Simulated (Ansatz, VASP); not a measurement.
# CaCu2S2 in VASP and in Ansatz

```xyz
5
Lattice="3.9400 0.0000 0.0000 -1.9700 3.4121 0.0000 0.0000 0.0000 6.5230" Properties=species:S:1:pos:R:3 pbc="T T T"
Ca    0.0000    0.0000    0.0000
Cu    0.0000    2.2748    2.4302
Cu    1.9700    1.1374    4.0928
S     0.0000    2.2748    4.8368
S     1.9700    1.1374    1.6862
```

Alike in both runs: task electric field gradients; functional LDA; k mesh 8 × 8 × 5; occupations fermi-dirac, width 0.02 eV; no spin polarisation.

|  | VASP | Ansatz |
| --- | --- | --- |
| version | VASP 6.6.1 | Ansatz 0.2.0 |
| potentials or method | VASP PAW LDA potentials, release 64 (Ca_sv, Cu, S) | plane-wave PAW, scalar-relativistic |
| plane-wave cutoff (eV) | 520 | 420 |
| valence electrons in the cell | 44 | 60 |

|  | VASP | Ansatz | Ansatz less VASP |
| --- | --- | --- | --- |
| gap on the k mesh at the Fermi level (eV) | 0.97 | 0.92 | -0.045 |
| pressure (GPa) | -7.5 | -7.8 | -0.29 |
| traceless stress, the component that is largest in VASP (GPa) | 0.35 | 0.37 | +0.017 |
| rms of the force components (eV/Å) | 0.108 | 0.111 | +0.0022 |
| size of Vzz on the site where it differs most (V/Å²) | 7.6 | 7.1 | -0.45 |

LDA's correlation is that of Perdew and Zunger in VASP and of Perdew and Wang (1992) in Ansatz. Atom by atom the forces differ by 0.002 eV/Å (rms over components). VASP's potentials hold 44 valence electrons a cell and Ansatz's 60, so a difference there can come from the potentials and not from the codes.
